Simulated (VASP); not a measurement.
The system is Si4C.

```
Si C
1.0
     2.93074    0.00000    0.00000
    -1.46537    2.53809    0.00000
     0.00000    0.00000   16.92649
Si C
8 2
Direct
  0.33333 0.66667 0.82198
  0.33333 0.66667 0.05567
  0.33333 0.66667 0.44433
  0.33333 0.66667 0.67802
  0.66667 0.33333 0.94433
  0.66667 0.33333 0.17802
  0.66667 0.33333 0.32198
  0.66667 0.33333 0.55567
  0.33333 0.66667 0.25000
  0.66667 0.33333 0.75000
```

* Program: VASP 6.6.1
* Task: relaxation of cell and atoms
* Functional: PBE
* Potentials or basis: VASP PAW PBE potentials, release 64 (Si, C)
* Cutoff: 600 eV
* k mesh: 12 × 12 × 4
* Occupations: gaussian, width 0.1 eV
* Spin: no spin polarisation

At the start: pressure -0.2 GPa; volume 12.59 Å³/atom.

Question: How do energy, volume and symmetry change on relaxing?

Answer: Over 30 steps the energy falls by 17.3 meV/atom and the volume is 12.65 Å³/atom (+0.5 %); space group P6_3/mmc (No. 194, to 0.05 Å).

Step by step:
```
step  energy change (eV)  largest force (eV/Å)  pressure (GPa)  volume (Å³)
   1              0.0000                0.1053           -0.24       125.91
   2             -0.0042                0.0777            0.06       125.56
   3             -0.0125                0.0252            1.10       124.51
   4             -0.0114                0.2295            3.50       122.40
   5             -0.0177                0.0812            1.91       123.75
   6             -0.0169                0.1642            2.84       122.94
   7             -0.0184                0.1149            2.27       123.42
   8             -0.0189                0.1141            2.29       123.40
   9             -0.0202                0.1120            2.35       123.34
  10             -0.0227                0.1357            2.48       123.22
  11             -0.0270                0.1895            2.76       122.99
  12             -0.0323                0.2877            3.32       122.52
  13             -0.0401                0.2982            3.17       122.63
  14             -0.0608                0.3252            2.74       122.96
  15             -0.0928                0.3699            1.96       123.61
  16             -0.0850                0.6269            0.51       124.86
  17             -0.1054                0.4457            1.37       124.11
  18             -0.1057                0.4751            1.23       124.23
  19             -0.1192                0.3865            0.97       124.64
  20             -0.1426                0.3171            0.27       125.87
  21             -0.1451                0.2941            0.00       126.41
  22             -0.1516                0.2678            0.09       126.38
  23             -0.1625                0.1837            0.36       126.31
  24             -0.1630                0.2263            0.45       126.29
  25             -0.1679                0.1283            0.25       126.42
  26             -0.1713                0.0473           -0.12       126.65
  27             -0.1719                0.0428           -0.06       126.60
  28             -0.1726                0.0313            0.09       126.47
  29             -0.1726                0.0294            0.11       126.45
  30             -0.1728                0.0094            0.10       126.52
```

Final structure:
```xyz
10
Lattice="2.8564 0.0000 0.0000 -1.4282 2.4737 0.0000 0.0000 0.0000 17.9049" Properties=species:S:1:pos:R:3 pbc="T T T"
Si    0.0000    1.6492   14.6388
Si    0.0000    1.6492    1.0320
Si    0.0000    1.6492    7.9205
Si    0.0000    1.6492   12.2186
Si    1.4282    0.8246   16.8729
Si    1.4282    0.8246    3.2661
Si    1.4282    0.8246    5.6863
Si    1.4282    0.8246    9.9845
C     0.0000    1.6492    4.4762
C     1.4282    0.8246   13.4287
```
